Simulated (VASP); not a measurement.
AlN:

```
Al N
1.0
     0.00000    1.99299    1.99299
     1.99299    0.00000    1.99299
     1.99299    1.99299    0.00000
Al N
1 1
Direct
  0.50000 0.50000 0.50000
  0.00000 0.00000 0.00000
```

This cell differs from its parent crystal: volume scaled by 0.94.

Program: VASP 6.6.1. Alike in all runs: task single point; no spin polarisation; cell as given; cutoff (eV) 520; smearing fermi-dirac 0.05 eV.

Order these runs on this cell by their pressure, lowest first.
A. level LDA; potentials or basis VASP PAW LDA potentials, release 64 (Al, N); k mesh 11 × 11 × 11
B. level PBEsol; potentials or basis VASP PAW PBE potentials, release 64 (Al, N); k mesh 11 × 11 × 11
C. level PBE; potentials or basis VASP PAW PBE potentials, release 64 (Al, N); k mesh 11 × 11 × 11
D. level PBE0; potentials or basis VASP PAW PBE potentials, release 64 (Al, N); k mesh 6 × 6 × 6; grid for exact exchange (PRECFOCK) Normal

A (6.1 GPa), D (10.1 GPa), B (12.6 GPa), C (17.7 GPa).

Caveats: some runs use coarse meshes; the PAW data sets were made with another functional, which shifts forces and pressure a little (some runs).
